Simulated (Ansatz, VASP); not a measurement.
C in VASP and in Ansatz

Contents of INCAR:

```
SYSTEM = C
  ALGO = Normal
  EDIFF = 1E-6
  ENCUT = 520
  GGA = PE
  ISIF = 2
  ISMEAR = -1
  LASPH = .TRUE.
  LCHARG = .FALSE.
  LREAL = .FALSE.
  LWAVE = .FALSE.
  NBANDS = 16
  NELM = 80
  PREC = Accurate
  SIGMA = 0.02
```

The input KPOINTS:

```
k-points
0
G
  12 12 6
  0 0 0
```

POSCAR

```
C
1.0
    2.4280995106      0.0000000000      0.0000000000
   -1.2140497553      2.1027958591      0.0000000000
    0.0000000000      0.0000000000      4.0438032134
C
4
Direct
    0.3333333333      0.6666666667      0.0005733784
    0.6666666667      0.3333333333      0.5005733784
    0.3333333333      0.6666666667      0.3744266216
    0.6666666667      0.3333333333      0.8744266216
```

Input for Ansatz:

```yaml
crystal:
  lattice:
    - [2.4280995106, 0.0, 0.0]
    - [-1.2140497553, 2.1027958591, 0.0]
    - [0.0, 0.0, 4.0438032134]
  atoms:
    - { symbol: C, position: [0.3333333333, 0.6666666667, 0.0005733784] }
    - { symbol: C, position: [0.6666666667, 0.3333333333, 0.5005733784] }
    - { symbol: C, position: [0.3333333333, 0.6666666667, 0.3744266216] }
    - { symbol: C, position: [0.6666666667, 0.3333333333, 0.8744266216] }
kpoints:
  mp_grid: { grid: [12, 12, 6] }
  band_path:
    path:
      - [0.0, 0.0, 0.0]
      - [0.5, 0.0, 0.0]
      - [0.3333333333, 0.3333333333, 0.0]
      - [0.0, 0.0, 0.5]
      - [0.5, 0.0, 0.5]
      - [0.3333333333, 0.3333333333, 0.5]
    npoints: 1
hamiltonian:
  xc: pbe
scf:
  occupations: { method: fermi_dirac, width: 0.02 }
  n_extra_bands: 5
output:
  forces: true
  stress: true
  eigenvalues: true
```

Change from the starting cell: hydrostatic strain -3.0%.

Alike in both runs: task single point; functional PBE; k mesh 12 × 12 × 6; occupations fermi-dirac, width 0.02 eV; no spin polarisation.

```csv
,VASP,Ansatz
version,VASP 6.6.1,Ansatz 0.2.0
potentials or method,"VASP PAW PBE potentials, release 64 (C)","plane waves, PAW"
plane-wave cutoff (eV),520,420
valence electrons in the cell,16,16
```

Ansatz gave:

- gap on the k mesh at the Fermi level (eV): 2.93
- pressure (GPa): 52.6
- traceless stress, the component that is largest in VASP (GPa): 0.29
- rms of the force components (eV/Å): 0.008

**Question.** Which values does VASP return?

**Answer.** gap on the k mesh at the Fermi level (eV): 2.91; pressure (GPa): 53.7; traceless stress, the component that is largest in VASP (GPa): 0.25; rms of the force components (eV/Å): 0.011.

Atom by atom the forces differ by 0.002 eV/Å (rms over components). Both programs put the cell under a high pressure, so it lies far from rest at this level.
